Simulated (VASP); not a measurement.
# Sb (Fm-3m) in VASP: notebook

Runs on Sb. Level: PBE. Tasks: single point, relaxation of cell and atoms.

Program: VASP 6.6.1. These are calculated values, not measurements. Logs are shortened: lines on timing, memory, paths and dates and some standing lists are left out, and cuts for length are marked.

## (1) The cell of the first run

It takes space group Fm-3m (No. 225, cubic). Conventional cell: a = 4.791 Å, b = 4.791 Å, c = 4.791 Å, α = 90.00°, β = 90.00°, γ = 90.00°. Sb (site symmetry m-3m) has 12 Sb at 3.39 Å within 4.5 Å.

This isn't the form of Sb at room conditions, which is rhombohedral.

## (2) Single point, PBE

INCAR

```
SYSTEM = Sb
ALGO     = Normal         ! electronic algorithm
EDIFF    = 1E-6           ! SCF threshold, eV
ENCUT    = 520            ! plane-wave cutoff, eV
GGA      = PE             ! functional
ISIF     = 2              ! what is computed and relaxed
ISMEAR   = -1             ! smearing method
LASPH    = .TRUE.         ! aspherical terms in the spheres
LCHARG   = .FALSE.        ! write CHGCAR
LREAL    = .FALSE.        ! projectors in reciprocal space
LWAVE    = .FALSE.        ! write WAVECAR
NBANDS   = 8              ! bands
NELM     = 80             ! most SCF steps
PREC     = Accurate       ! precision mode
SIGMA    = 0.05           ! smearing width, eV
```

KPOINTS

```
k-points
0
G
  16 16 16
  0 0 0
```

POSCAR

```
Sb
1.0
    0.0000000000      2.3957138507      2.3957138507
    2.3957138507      0.0000000000      2.3957138507
    2.3957138507      2.3957138507      0.0000000000
Sb
1
Direct
    0.0000000000      0.0000000000      0.0000000000
```

Potentials or basis: VASP PAW PBE potentials, release 64 (Sb).

Started as:

```bash
$ cat potpaw_PBE.64/Sb/POTCAR > POTCAR
$ mpirun -np 1 vasp_std > vasp.out
```

OUTCAR:

```text
SYSTEM = Sb
   EDIFF = 1E-6
   ENCUT = 520
   GGA = PE
   ISIF = 2
   ISMEAR = -1
   LASPH = .TRUE.
   LREAL = .FALSE.
   NELM = 80
   PREC = Accurate

 ion  position               nearest neighbor table
   1  0.000  0.000  0.000-

  LATTYP: Found a face centered cubic cell.
 ALAT       =     4.7914277014

  Lattice vectors:

 A1 = (   0.0000000000,   2.3957138507,   2.3957138507)
 A2 = (   2.3957138507,   0.0000000000,   2.3957138507)
 A3 = (   2.3957138507,   2.3957138507,   0.0000000000)

Analysis of symmetry for initial positions (statically):
=====================================================================
 Subroutine PRICEL returns:
 Original cell was already a primitive cell.

 Routine SETGRP: Setting up the symmetry group for a
 face centered cubic supercell.

 Subroutine GETGRP returns: Found 48 space group operations
 (whereof 48 operations were pure point group operations)
 out of a pool of 48 trial point group operations.

The static configuration has the point symmetry O_h .

Analysis of symmetry for dynamics (positions and initial velocities):
=====================================================================
 Subroutine PRICEL returns:
 Original cell was already a primitive cell.

 Routine SETGRP: Setting up the symmetry group for a
 face centered cubic supercell.

 Subroutine GETGRP returns: Found 48 space group operations
 (whereof 48 operations were pure point group operations)
 out of a pool of 48 trial point group operations.

The dynamic configuration has the point symmetry O_h .

 Subroutine INISYM returns: Found 48 space group operations
 (whereof 48 operations are pure point group operations),
 and found     1 'primitive' translations

----------------------------------------------------------------------------------------

                                     Primitive cell

  volume of cell :      27.5001

  direct lattice vectors                    reciprocal lattice vectors
     0.000000000  2.395713851  2.395713851    -0.208706061  0.208706061  0.208706061
     2.395713851  0.000000000  2.395713851     0.208706061 -0.208706061  0.208706061
     2.395713851  2.395713851  0.000000000     0.208706061  0.208706061 -0.208706061

  length of vectors
     3.388051019  3.388051019  3.388051019     0.361489501  0.361489501  0.361489501

  position of ions in fractional coordinates (direct lattice)
     0.000000000  0.000000000  0.000000000

[... 75 lines left out ...]
   EDIFF  = 0.1E-05   stopping-criterion for ELM
   LREAL  =      F    real-space projection
   EDIFFG = 0.1E-04   stopping-criterion for IOM
   NSW    =      0    number of steps for IOM
   IBRION =     -1    ionic relax: 0-MD 1-quasi-New 2-CG
   NFREE  =      0    steps in history (QN), initial steepest desc. (CG)
   ISIF   =      2    stress and relaxation
   ISYM   =      2    0-nonsym 1-usesym 2-fastsym
   POTIM  = 0.5000    time-step for ionic-motion
   TEBEG  =    0.0;   TEEND  =   0.0 temperature during run
   PSTRESS=    0.0 pullay stress
   NELECT =       5.0000    total number of electrons
   NUPDOWN=      -1.0000    fix difference up-down
   EMIN   =  10.00;   EMAX   =-10.00  energy-range for DOS
   EFERMI =   0.00;   METHOD = LEGACY
   ISMEAR =    -1;   SIGMA  =   0.05  broadening in eV -4-tet -1-fermi 0-gaus
   EFERMI_NEDOS =   21; number of points for ismear=-14 and -15
   IALGO  =     38    algorithm
   IMIX   =      4    mixing-type and parameters
     AMIX     =   0.40;   BMIX     =  1.00
     AMIX_MAG =   1.60;   BMIX_MAG =  1.00
  volume/ion in A,a.u.               =      27.50       185.58
  Fermi-wavevector in a.u.,A,eV,Ry     =   0.927442  1.752610 11.703022  0.860148
  Thomas-Fermi vector in A             =   2.053512
   LORBIT       =      0    0 simple, 1 ext, 2 COOP (PROOUT), +10 PAW based schemes
   GGA     = PE    functional components
   LHFCALC =     F    Hartree Fock is set to
   AEXX    =    0.0000 exact exchange contribution
   IVDW    =     0    specifies the selected vdW correction
   LEPSILON=     F    determine dielectric tensor
   LRPA    =     F    only Hartree local field effects (RPA)
 non-spin polarized calculation
  energy-cutoff  :      520.00
  volume of cell :       27.50
 maximum number of plane-waves:       754
 NGX is ok and might be reduce to    28

 number of electron       5.0000000 magnetization

 Free energy of the ion-electron system (eV)
  ---------------------------------------------------
  ext. energy  EPLUGINS =         0.00000000
  ---------------------------------------------------
  free energy    TOTEN  =        -3.82180162 eV

  energy without entropy =       -3.81408230  energy(sigma->0) =       -3.81794196

 E-fermi :   8.2323     XC(G=0): -10.1420

 val. band max:        8.2131898794   @ k =   0.4375   0.2500   0.0000
 cond. band min:       8.2356005441   @ k =   0.5000   0.4375   0.0625
 fundamental gap:      0.0224106647
 Fermi energy:         8.2322764842

 k-point     1 :       0.0000    0.0000    0.0000
  band No.  band energies     occupation
      1      -4.5100      2.00000
      2      13.4187      0.00000
      3      13.4187      0.00000
      4      13.4187      0.00000
      5      18.1379      0.00000
      6      18.1379      0.00000
      7      18.1379      0.00000
      8      18.4958      0.00000
[... 243 lines left out ...]
 k-point    24 :      -0.0625    0.0625    0.0000
  band No.  band energies     occupation
      1      -4.3082      2.00000
      2      11.9964      0.00000
      3      12.5729      0.00000
      4      13.4367      0.00000
      5      17.1857      0.00000
      6      18.2826      0.00000
      7      18.7142      0.00000
      8      20.5800      0.00000

 [... further k-points ...]

------------------------ aborting loop because EDIFF is reached ----------------------------------------

  FORCE on cell =-STRESS in cart. coord.  units (eV):
  Direction    XX          YY          ZZ          XY          YZ          ZX
  --------------------------------------------------------------------------------------
  -------------------------------------------------------------------------------------
  Total       -0.0252544     -0.0252544     -0.0252544     -0.0000000     -0.0000000      0.0000000
  in kB       -1.4713386     -1.4713386     -1.4713386     -0.0000000     -0.0000000      0.0000000
  external PRESSURE =      -1.4713386 kB  Pullay stress =       0.0000000 kB

 VOLUME and BASIS-vectors are now :
 -----------------------------------------------------------------------------
  energy-cutoff  :      520.00
  volume of cell :       27.50
      direct lattice vectors                 reciprocal lattice vectors
     0.000000000  2.395713851  2.395713851    -0.208706061  0.208706061  0.208706061
     2.395713851  0.000000000  2.395713851     0.208706061 -0.208706061  0.208706061
     2.395713851  2.395713851  0.000000000     0.208706061  0.208706061 -0.208706061

 POSITION                                       TOTAL-FORCE (eV/Angst)
 -----------------------------------------------------------------------------------
      0.00000      0.00000      0.00000         0.000000      0.000000     -0.000000
 -----------------------------------------------------------------------------------
    total drift:                                0.000000     -0.000000     -0.000000

  FREE ENERGIE OF THE ION-ELECTRON SYSTEM (eV)
  ---------------------------------------------------
  free  energy   TOTEN  =        -3.8218016152 eV

  energy  without entropy=       -3.8140823016  energy(sigma->0) =       -3.81794196
```

Run time: 27 s. Hardware: 1 thread of AMD EPYC 7R13, shared host; peak memory 0.15 GiB.

What came out:

```
Free energy            : -3.8218 eV
Pressure               : -0.1 GPa
Band gap on the k mesh : zero (an odd number of electrons rules out a gap without spin polarisation)
```

Levels at points of the mesh, in eV from the Fermi level:
| k point | band 1 | band 2 | band 3 | band 4 | band 5 |
| --- | --- | --- | --- | --- | --- |
| (0.00, 0.00, 0.00) | -12.74 | 5.19 | 5.19 | 5.19 | 9.91 |
| (0.50, 0.00, 0.00) | -9.11 | -5.66 | 3.55 | 3.55 | 8.06 |
| (0.50, 0.50, 0.00) | -7.54 | -4.79 | 0.39 | 0.39 | 4.15 |

Caveat: spin-orbit coupling is left out, which moves the levels of the heavy elements.

## (3) Single point, PBE

This run uses another cell than the first one: it holds 2 atoms, not 1.

INCAR

```
PREC = Accurate
ENCUT = 520
EDIFF = 1E-6
ISMEAR = -1
SIGMA = 0.05
LREAL = False
LASPH = True
NELM = 60
ALGO = Normal
ISIF = 2
LWAVE = False
LCHARG = False
GGA = PE
NBANDS = 12
```

KPOINTS

```
regular mesh
0
Gamma
  10 10 7
```

POSCAR

```
Sb
1.0
    2.3957138508      2.3957138508      0.0000000000
   -2.3957138508      2.3957138508      0.0000000000
    0.0000000000      0.0000000000      4.7914277015
Sb
2
Direct
    0.0000000000      0.0000000000      0.0000000000
    0.5000000000      0.5000000000      0.5000000000
```

Potentials or basis: VASP PAW PBE potentials, release 64 (Sb).

Started as:

```bash
$ cat potpaw_PBE.64/Sb/POTCAR > POTCAR
$ mpirun -np 1 vasp_std > vasp.out
```

Run time: 34 s. Hardware: 1 thread of AMD EPYC 7R13, shared host; peak memory 0.17 GiB.

It converged, with:

| Quantity | Value |
| --- | --- |
| Free energy | -7.6383 eV |
| Pressure | -0.2 GPa |
| Band gap on the k mesh | zero (bands 5 and 6 overlap by 5.86 eV) |

Levels at points of the mesh, in eV from the Fermi level:
| k point | band 3 | band 4 | band 5 | band 6 | band 7 | band 8 |
| --- | --- | --- | --- | --- | --- | --- |
| (0.00, 0.00, 0.00) | -4.79 | 0.39 | 0.39 | 4.14 | 4.63 | 5.18 |
| (0.50, 0.00, 0.00) | -2.47 | -2.47 | -1.37 | -1.37 | 3.30 | 3.30 |
| (0.50, 0.50, 0.00) | -4.79 | -4.79 | 0.39 | 0.39 | 0.39 | 0.39 |

Caveat: spin-orbit coupling is left out, which moves the levels of the heavy elements.

## (4) Relaxation of cell and atoms, PBE

This run uses another cell than the first one, of 28.00 Å³/atom.

INCAR

```
PREC = Accurate ; ENCUT = 600
EDIFF = 1E-7 ; ISMEAR = -1
SIGMA = 0.05 ; LREAL = F
LASPH = T ; NELM = 80
ALGO = Normal ; ISIF = 3
LWAVE = F ; LCHARG = F
GGA = PE ; IBRION = 2
NSW = 60 ; EDIFFG = -0.005
```

KPOINTS

```
Automatic mesh
0
Gamma
  16 16 16
```

POSCAR

```
Sb
1.0
    0.0000000000      2.4101422642      2.4101422642
    2.4101422642      0.0000000000      2.4101422642
    2.4101422642      2.4101422642      0.0000000000
Sb
1
Direct
    0.0000000000      0.0000000000      0.0000000000
```

Started as:

```bash
$ cat potpaw_PBE.64/Sb/POTCAR > POTCAR
$ mpirun -np 1 vasp_std > vasp.out
```

Wall time 95 s (1 thread of AMD EPYC 7R13, shared host); peak memory 0.15 GiB.

The run converged. Its results:

```yaml
Free_energy: -3.8219 eV
Relaxed_volume: 27.43 Å³/atom
Relaxed_cell: a = 3.385 Å, b = 3.385 Å, c = 3.385 Å, α = 60.00°, β = 60.00°, γ = 60.00°
Space_group_after_relaxing_to_0.1_Å: Fm-3m (No. 225)
Energy_gained_by_relaxing: 2.1 meV/atom
Ionic_steps: 3
Pressure_after_relaxing: 0.0 GPa
Band_gap_on_the_k_mesh: zero (an odd number of electrons rules out a gap without spin polarisation)
```

The path:
| step | energy change (eV) | largest force (eV/Å) | pressure (GPa) | volume (Å³) |
| --- | --- | --- | --- | --- |
| 1 | 0.0000 | 0.0000 | -1.14 | 28.00 |
| 2 | -0.0017 | 0.0000 | 0.51 | 27.20 |
| 3 | -0.0021 | 0.0000 | 0.01 | 27.43 |

Final structure:
```cif
data_structure
_symmetry_space_group_name_H-M 'P 1'
_symmetry_Int_Tables_number 1
_cell_length_a 3.3851
_cell_length_b 3.3851
_cell_length_c 3.3851
_cell_angle_alpha 60.000
_cell_angle_beta 60.000
_cell_angle_gamma 60.000
_cell_volume 27.43
loop_
_atom_site_label
_atom_site_type_symbol
_atom_site_fract_x
_atom_site_fract_y
_atom_site_fract_z
_atom_site_occupancy
Sb1 Sb 0.00000 0.00000 0.00000 1
```

Levels at points of the mesh, in eV from the Fermi level:
| k point | band 1 | band 2 | band 3 | band 4 | band 5 | band 6 |
| --- | --- | --- | --- | --- | --- | --- |
| (0.00, 0.00, 0.00) | -12.76 | 5.20 | 5.20 | 5.20 | 9.91 | 9.91 |
| (0.50, 0.00, 0.00) | -9.11 | -5.68 | 3.56 | 3.56 | 8.08 | 9.07 |
| (0.50, 0.50, 0.00) | -7.54 | -4.80 | 0.39 | 0.39 | 4.15 | 4.63 |

Caveat: spin-orbit coupling is left out, which moves the levels of the heavy elements.

## (5) The runs side by side

```csv
task,cell,k mesh,cutoff (eV),gap on the mesh (eV),pressure (GPa)
single point,"a = 3.388 Å, angles 60.0°, 1 atom, atomic positions A",16 × 16 × 16,520,none,-0.1
single point,"a = 3.388, b = 3.388, c = 4.791 Å, 2 atoms, atomic positions B",10 × 10 × 7,520,none,-0.2
relaxation of cell and atoms,"relaxed from a = 3.408 Å, angles 60.0°, 1 atom, atomic positions A",16 × 16 × 16,600,none,0.0
```

Alike in all rows: level PBE; potentials or basis VASP PAW PBE potentials, release 64 (Sb); no spin polarisation; smearing fermi-dirac 0.05 eV.

Caveats: spin-orbit coupling is left out, which moves the levels of the heavy elements.

Absolute energies hang on the potentials; compare differences alone.
